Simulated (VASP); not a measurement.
# Al30Si (a cell with a defect) in VASP: single point with PBE

Aim: the single point of Al30Si (a cell with a defect) with PBE.

All numbers are computed with VASP 6.6.1; they aren't measurements. Logs are shortened: lines on timing, memory, paths and dates and some standing lists are left out, and cuts for length are marked.

## (1) The cell of the first run

The cell holds a defect, 31 atoms: a = 8.100 Å, b = 8.100 Å, c = 8.100 Å, α = 90.00°, β = 90.00°, γ = 90.00°.

## (2) Single point, PBE

The input, INCAR:

```
SYSTEM = Al30Si
  ALGO = Normal
  EDIFF = 1E-6
  ENCUT = 520
  GGA = PE
  ISIF = 2
  ISMEAR = -1
  LASPH = .TRUE.
  LCHARG = .TRUE.
  LELF = .TRUE.
  LREAL = Auto
  LVHAR = .TRUE.
  LWAVE = .FALSE.
  NBANDS = 68
  NELM = 60
  PREC = Accurate
  SIGMA = 0.15
```

The input, KPOINTS:

```
k-points
0
G
  2 2 2
  0 0 0
```

The input, POSCAR:

```
Al30Si
1.0
    8.1000000000      0.0000000000      0.0000000000
    0.0000000000      8.1000000000      0.0000000000
    0.0000000000      0.0000000000      8.1000000000
Si Al
1 30
Direct
    0.3747861728      0.0000314815     -0.1251846914
    0.7488750617      0.2504225926      0.0021671605
    0.7477616049      0.0000265432      0.2478732099
    0.0077196296      0.0000261728     -0.0087802469
    0.2469550617      0.2622332099      0.0026495062
    0.5004743210      0.5000272840      0.0005880247
    0.7488777778      0.7496332099      0.0021697531
    0.2583896296      0.0000245679      0.2418609877
    0.5020587654      0.2504118519      0.2489876543
    0.7513758025      0.5000264198      0.2514835802
    0.4910965432      0.0000256790      0.5078520988
    0.7487095062      0.2512092593      0.5008944444
    0.7417283951      0.0000275309      0.7585081481
   -0.0048608642      0.5000275309      0.0012856790
    0.2469548148      0.7378222222      0.0026502469
    0.0007880247      0.2512158025      0.2488162963
    0.2483255556      0.5000258025      0.2544674074
    0.5020582716      0.7496416049      0.2489890123
    0.0017329630      0.0000249383      0.5018438272
    0.2474365432      0.2504177778      0.5007230864
    0.5011769136      0.5000282716      0.4952287654
    0.7487085185      0.7488435802      0.5008964198
    0.5025516049      0.2622709877      0.7470454321
    0.7543733333      0.5000281481      0.7484340741
    0.0007902469      0.7488335802      0.2488181481
   -0.0018844444      0.5000248148      0.4982287654
    0.2474376543      0.7496327160      0.5007235802
    0.0006141975      0.2504079012      0.7475492593
    0.2490096296      0.5000265432      0.7491228395
    0.5025520988      0.7377853086      0.7470498765
    0.0006125926      0.7496449383      0.7475503704
```

Potentials or basis: VASP PAW PBE potentials, release 64 (Si, Al).

On the command line:

```console
$ cat potpaw_PBE.64/Si/POTCAR potpaw_PBE.64/Al/POTCAR > POTCAR
$ mpirun -np 1 vasp_std > vasp.out
```

OUTCAR:

```text
SYSTEM = Al30Si
   EDIFF = 1E-6
   ENCUT = 520
   GGA = PE
   ISIF = 2
   ISMEAR = -1
   LASPH = .TRUE.
   LREAL = Auto
   NELM = 60
   PREC = Accurate

 ion  position               nearest neighbor table
   1  0.375  0.000  0.875-  23 2.58  30 2.58   5 2.58  15 2.58  13 3.12  11 3.12   8 3.12   4 3.12

   2  0.749  0.250  0.002-   9 2.83  13 2.83  14 2.84   3 2.84   6 2.85  16 2.86  10 2.86  23 2.87
                            24 2.88  28 2.90   4 2.92
   3  0.748  0.000  0.248-   9 2.84  18 2.84   7 2.84   2 2.84  12 2.89  22 2.89  16 2.89  25 2.89
                            19 2.91   4 2.96  11 2.96
   4  0.008  0.000  0.991-  31 2.83  28 2.83  13 2.86   8 2.87  15 2.88   5 2.88  16 2.91  25 2.91
                             7 2.92   2 2.92   3 2.96   1 3.12
   5  0.247  0.262  0.003-   1 2.58  14 2.81  17 2.81   6 2.82  29 2.82  16 2.82  28 2.87   9 2.87
                             8 2.88   4 2.88  23 2.93
   6  0.500  0.500  0.001-  30 2.82  23 2.82   5 2.82  15 2.82   2 2.85   7 2.85   9 2.85  18 2.85
                            10 2.87  29 2.88  17 2.90  24 2.90
   7  0.749  0.750  0.002-  18 2.83  13 2.83  14 2.84   3 2.84   6 2.85  25 2.86  10 2.86  30 2.87
                            24 2.88  31 2.90   4 2.92
   8  0.258  0.000  0.242-  18 2.83   9 2.83  11 2.86   4 2.87  15 2.88   5 2.88  25 2.91  16 2.91
                            27 2.92  20 2.92  19 2.96   1 3.12
   9  0.502  0.250  0.249-   2 2.83   8 2.83  21 2.84   3 2.84   6 2.85  12 2.86  10 2.86   5 2.87
                            17 2.88  20 2.90  11 2.92
  10  0.751  0.500  0.251-  26 2.83  21 2.83  14 2.83  25 2.85  16 2.85  12 2.85  22 2.85   2 2.86
                             7 2.86   9 2.86  18 2.86   6 2.87
  11  0.491  0.000  0.508-  27 2.83  20 2.83   8 2.86  13 2.87  30 2.88  23 2.88  22 2.91  12 2.91
                            18 2.92   9 2.92   3 2.96   1 3.12
[... 23 lines left out ...]
                            13 2.88  11 2.88   5 2.93
  24  0.754  0.500  0.748-  30 2.81  23 2.81  14 2.83  26 2.83  31 2.84  28 2.84  22 2.84  12 2.84
                             2 2.88   7 2.88   6 2.90  21 2.90
  25  0.001  0.749  0.249-  15 2.82  14 2.84  17 2.84  26 2.85  10 2.85  27 2.86   7 2.86  22 2.89
                            19 2.89   3 2.89   4 2.91   8 2.91
  26  0.998  0.500  0.498-  10 2.83  24 2.83  17 2.83  25 2.85  16 2.85  12 2.85  22 2.85  20 2.86
                            27 2.86  28 2.86  31 2.86  29 2.87
  27  0.247  0.750  0.501-  31 2.83  11 2.83  17 2.84  19 2.84  29 2.85  25 2.86  26 2.86  30 2.87
                            21 2.88  18 2.90   8 2.92
  28  0.001  0.250  0.748-  20 2.83   4 2.83  24 2.84  19 2.84  29 2.85  12 2.86  26 2.86   5 2.87
                            14 2.88   2 2.90  13 2.92
  29  0.249  0.500  0.749-  23 2.82  30 2.82   5 2.82  15 2.82  27 2.85  20 2.85  28 2.85  31 2.85
                            26 2.87   6 2.88  14 2.90  21 2.90
  30  0.503  0.738  0.747-   1 2.58  21 2.81  24 2.81   6 2.82  29 2.82  22 2.82  27 2.87   7 2.87
                            13 2.88  11 2.88  15 2.93
  31  0.001  0.750  0.748-  27 2.83   4 2.83  24 2.84  19 2.84  29 2.85  22 2.86  26 2.86  15 2.87
                            14 2.88   7 2.90  13 2.92

  LATTYP: Found a simple cubic cell.
 ALAT       =     8.1000000000

  Lattice vectors:

 A1 = (   8.1000000000,   0.0000000000,   0.0000000000)
 A2 = (   0.0000000000,   8.1000000000,   0.0000000000)
 A3 = (   0.0000000000,   0.0000000000,   8.1000000000)

Analysis of symmetry for initial positions (statically):
=====================================================================
 Subroutine PRICEL returns:
 Original cell was already a primitive cell.

 Routine SETGRP: Setting up the symmetry group for a
 simple cubic supercell.

 Subroutine GETGRP returns: Found  1 space group operations
 (whereof  1 operations were pure point group operations)
 out of a pool of 48 trial point group operations.

The static configuration has the point symmetry C_1 .

Analysis of symmetry for dynamics (positions and initial velocities):
=====================================================================
 Subroutine PRICEL returns:
 Original cell was already a primitive cell.

 Routine SETGRP: Setting up the symmetry group for a
 simple cubic supercell.

 Subroutine GETGRP returns: Found  1 space group operations
 (whereof  1 operations were pure point group operations)
 out of a pool of 48 trial point group operations.

The dynamic configuration has the point symmetry C_1 .

 Subroutine INISYM returns: Found  1 space group operations
 (whereof  1 operations are pure point group operations),
 and found     1 'primitive' translations

----------------------------------------------------------------------------------------

                                     Primitive cell

  volume of cell :     531.4410

  direct lattice vectors                    reciprocal lattice vectors
     8.100000000  0.000000000  0.000000000     0.123456790  0.000000000  0.000000000
     0.000000000  8.100000000  0.000000000     0.000000000  0.123456790  0.000000000
     0.000000000  0.000000000  8.100000000     0.000000000  0.000000000  0.123456790

  length of vectors
     8.100000000  8.100000000  8.100000000     0.123456790  0.123456790  0.123456790

  position of ions in fractional coordinates (direct lattice)
     0.374786173  0.000031482  0.874815309
     0.748875062  0.250422593  0.002167161
     0.747761605  0.000026543  0.247873210
     0.007719630  0.000026173  0.991219753
     0.246955062  0.262233210  0.002649506
     0.500474321  0.500027284  0.000588025
[... 23 lines left out ...]
     0.502552099  0.737785309  0.747049877
     0.000612593  0.749644938  0.747550370

  ion indices of the primitive-cell ions
   primitive index   ion index
                 1           1
                 2           2
                 3           3
                 4           4
                 5           5
                 6           6
[... 23 lines left out ...]
                30          30
                31          31

----------------------------------------------------------------------------------------

 KPOINTS: k-points

Automatic generation of k-mesh.
 Grid dimensions read from file:
 generate k-points for:    2    2    2

 Generating k-lattice:

  Cartesian coordinates                     Fractional coordinates (reciprocal lattice)
     0.061728395  0.000000000  0.000000000     0.500000000  0.000000000  0.000000000
     0.000000000  0.061728395  0.000000000     0.000000000  0.500000000  0.000000000
     0.000000000  0.000000000  0.061728395     0.000000000  0.000000000  0.500000000

  Length of vectors
     0.061728395  0.061728395  0.061728395

  Shift w.r.t. Gamma in fractional coordinates (k-lattice)
     0.000000000  0.000000000  0.000000000

 Subroutine IBZKPT returns following result:
 ===========================================

 Found      8 irreducible k-points:

 Following reciprocal coordinates:
            Coordinates               Weight
  0.000000  0.000000  0.000000      1.000000
  0.500000  0.000000  0.000000      1.000000
  0.000000  0.500000  0.000000      1.000000
  0.000000  0.000000  0.500000      1.000000
  0.500000  0.500000  0.000000      1.000000
  0.000000  0.500000  0.500000      1.000000
  0.500000  0.000000  0.500000      1.000000
  0.500000  0.500000  0.500000      1.000000
   k-points           NKPTS =      8   k-points in BZ     NKDIM =      8   number of bands    NBANDS=     68
   number of dos      NEDOS =    301   number of ions     NIONS =     31
   total plane-waves  NPLWV = 216000
   dimension x,y,z NGX =    60 NGY =   60 NGZ =   60
   dimension x,y,z NGXF=   120 NGYF=  120 NGZF=  120
   ions per type =               1  30
   NGX,Y,Z   is equivalent  to a cutoff of  12.31, 12.31, 12.31 a.u.
   NGXF,Y,Z  is equivalent  to a cutoff of  24.63, 24.63, 24.63 a.u.
 SYSTEM =  Al30Si
   PREC   = accura    normal or accurate (medium, high low for compatibility)
   ISTART =      0    job   : 0-new  1-cont  2-samecut
   ICHARG =      2    charge: 1-file 2-atom 10-const
   ISPIN  =      1    spin polarized calculation?
   LNONCOLLINEAR =      F non collinear calculations
   LSORBIT =      F    spin-orbit coupling
   LASPH  =      T    aspherical Exc in radial PAW
   ENCUT  =  520.0 eV  38.22 Ry    6.18 a.u.  15.06 15.06 15.06*2*pi/ulx,y,z
   NELM   =     60;   NELMIN=  2; NELMDL= -5     # of ELM steps
   EDIFF  = 0.1E-05   stopping-criterion for ELM
   LREAL  =      T    real-space projection
   EDIFFG = 0.1E-04   stopping-criterion for IOM
   NSW    =      0    number of steps for IOM
[... 5 lines left out ...]
   TEBEG  =    0.0;   TEEND  =   0.0 temperature during run
   PSTRESS=    0.0 pullay stress
   NELECT =      94.0000    total number of electrons
   NUPDOWN=      -1.0000    fix difference up-down
   EMIN   =  10.00;   EMAX   =-10.00  energy-range for DOS
   EFERMI =   0.00;   METHOD = LEGACY
   ISMEAR =    -1;   SIGMA  =   0.15  broadening in eV -4-tet -1-fermi 0-gaus
   EFERMI_NEDOS =   21; number of points for ismear=-14 and -15
   IALGO  =     38    algorithm
   IMIX   =      4    mixing-type and parameters
     AMIX     =   0.40;   BMIX     =  1.00
     AMIX_MAG =   1.60;   BMIX_MAG =  1.00
  volume/ion in A,a.u.               =      17.14       115.69
  Fermi-wavevector in a.u.,A,eV,Ry     =   0.918965  1.736593 11.490081  0.844497
  Thomas-Fermi vector in A             =   2.044106
   LORBIT       =      0    0 simple, 1 ext, 2 COOP (PROOUT), +10 PAW based schemes
   GGA     = PE    functional components
   LHFCALC =     F    Hartree Fock is set to
   AEXX    =    0.0000 exact exchange contribution
   IVDW    =     0    specifies the selected vdW correction
   LEPSILON=     F    determine dielectric tensor
   LRPA    =     F    only Hartree local field effects (RPA)
 non-spin polarized calculation
  energy-cutoff  :      520.00
  volume of cell :      531.44
 maximum number of plane-waves:     14400
   NGX = 31   NGY = 31   NGZ = 31

 number of electron      94.0000001 magnetization

 Free energy of the ion-electron system (eV)
  ---------------------------------------------------
  ext. energy  EPLUGINS =         0.00000000
  ---------------------------------------------------
  free energy    TOTEN  =      -116.31156245 eV

  energy without entropy =     -115.17854911  energy(sigma->0) =     -115.74505578

 E-fermi :   7.3386     XC(G=0): -10.0462

 val. band max:        7.3356406853   @ k =   0.5000   0.0000   0.0000
 cond. band min:       7.3791107360   @ k =   0.5000   0.0000   0.5000
 fundamental gap:      0.0434700507
 Fermi energy:         7.3385773616

 k-point     1 :       0.0000    0.0000    0.0000
  band No.  band energies     occupation
      1      -3.4291      2.00000
      2      -1.6230      2.00000
      3      -1.2785      2.00000
      4      -1.1729      2.00000
      5      -1.1549      2.00000
      6      -1.1488      2.00000
[... 485 lines left out ...]
     58      10.5790      0.00000
     59      10.6307      0.00000
 [bands above 59 left out]

------------------------ aborting loop because EDIFF is reached ----------------------------------------

  FORCE on cell =-STRESS in cart. coord.  units (eV):
  Direction    XX          YY          ZZ          XY          YZ          ZX
  --------------------------------------------------------------------------------------
  -------------------------------------------------------------------------------------
  Total       -2.8636858     -1.9986883     -2.8628842      0.0004648      0.0007217      0.2903586
  in kB       -8.6333808     -6.0256040     -8.6309642      0.0014013      0.0021757      0.8753671
  external PRESSURE =      -7.7633163 kB  Pullay stress =       0.0000000 kB

 VOLUME and BASIS-vectors are now :
 -----------------------------------------------------------------------------
  energy-cutoff  :      520.00
  volume of cell :      531.44
      direct lattice vectors                 reciprocal lattice vectors
     8.100000000  0.000000000  0.000000000     0.123456790  0.000000000  0.000000000
     0.000000000  8.100000000  0.000000000     0.000000000  0.123456790  0.000000000
     0.000000000  0.000000000  8.100000000     0.000000000  0.000000000  0.123456790

 POSITION                                       TOTAL-FORCE (eV/Angst)
 -----------------------------------------------------------------------------------
      3.03577      0.00026      7.08600         0.001356     -0.000446      0.000986
      6.06589      2.02842      0.01755        -0.002599      0.001668      0.003722
      6.05687      0.00021      2.00777        -0.004233      0.000053     -0.003541
      0.06253      0.00021      8.02888         0.003848     -0.000193      0.000168
      2.00034      2.12409      0.02146         0.002249      0.000757     -0.001517
      4.05384      4.05022      0.00476         0.004563     -0.000031      0.005708
[... 23 lines left out ...]
      4.07067      5.97606      6.05110        -0.001514     -0.000390      0.002004
      0.00496      6.07212      6.05516         0.000682     -0.001060     -0.004761
 -----------------------------------------------------------------------------------
    total drift:                               -0.000641      0.000865     -0.000409

  FREE ENERGIE OF THE ION-ELECTRON SYSTEM (eV)
  ---------------------------------------------------
  free  energy   TOTEN  =      -116.3115624505 eV

  energy  without entropy=     -115.1785491128  energy(sigma->0) =     -115.74505578
```

Wall time 9.6 min (1 thread of Intel Xeon 8259CL, shared host); peak memory 0.56 GiB.

Results:

| Quantity | Value |
| --- | --- |
| Free energy | -116.3116 eV |
| Pressure | -0.8 GPa |
| Largest force | 0.008 eV/Å |
| Band gap on the k mesh | zero (bands 47 and 48 overlap by 0.82 eV) |

Forces in eV/Å, atoms in the order of the input:
```
Si   0.001  0.000  0.001
Al  -0.003  0.002  0.004
Al  -0.004  0.000 -0.004
Al   0.004  0.000  0.000
Al   0.002  0.001 -0.002
Al   0.005  0.000  0.006
Al  -0.003 -0.001  0.004
Al   0.001  0.000 -0.001
Al   0.004  0.002 -0.002
Al   0.003  0.000  0.004
Al   0.001  0.000  0.003
Al  -0.004  0.004  0.004
Al  -0.001  0.000  0.000
Al   0.000  0.000  0.001
Al   0.002 -0.001 -0.002
Al   0.003  0.004 -0.004
Al  -0.001  0.000  0.000
Al   0.005 -0.001 -0.002
Al   0.003  0.000  0.003
Al  -0.006  0.001  0.001
Al   0.001  0.000  0.000
Al  -0.004 -0.004  0.004
Al  -0.002  0.001  0.002
Al   0.002  0.000 -0.001
Al   0.003 -0.004 -0.004
Al  -0.002  0.000 -0.003
Al  -0.005 -0.001  0.001
Al   0.000  0.001 -0.005
Al  -0.006  0.000 -0.005
Al  -0.002  0.000  0.002
Al   0.001 -0.001 -0.005
```

Levels at points of the mesh, in eV from the Fermi level:
| k point | band 44 | band 45 | band 46 | band 47 | band 48 | band 49 | band 50 | band 51 |
| --- | --- | --- | --- | --- | --- | --- | --- | --- |
| (0.00, 0.00, 0.00) | -0.18 | -0.07 | -0.06 | 0.48 | 0.58 | 0.69 | 0.71 | 0.74 |
| (0.50, 0.00, 0.00) | -0.53 | -0.33 | -0.02 | 0.00 | 0.00 | 0.15 | 0.25 | 0.37 |
| (0.00, 0.50, 0.00) | -0.52 | -0.12 | -0.10 | -0.09 | -0.07 | 0.11 | 0.34 | 0.38 |
| (0.00, 0.00, 0.50) | -0.53 | -0.33 | -0.02 | 0.00 | 0.00 | 0.15 | 0.25 | 0.37 |
| (0.50, 0.50, 0.00) | -0.66 | -0.21 | -0.16 | -0.06 | 0.09 | 0.84 | 0.98 | 1.08 |
| (0.00, 0.50, 0.50) | -0.66 | -0.21 | -0.16 | -0.06 | 0.09 | 0.84 | 0.98 | 1.08 |
| (0.50, 0.00, 0.50) | -0.92 | -0.13 | -0.13 | 0.04 | 0.07 | 0.95 | 0.98 | 1.18 |
| (0.50, 0.50, 0.50) | -0.44 | -0.43 | -0.41 | -0.38 | -0.35 | -0.25 | -0.20 | -0.15 |

Caveat: the k points lie up to 0.39 Å⁻¹ apart, too coarse for converged energies and pressures of a metal.

The gap in the log of VASP goes by the Fermi energy; the results here count the filled bands.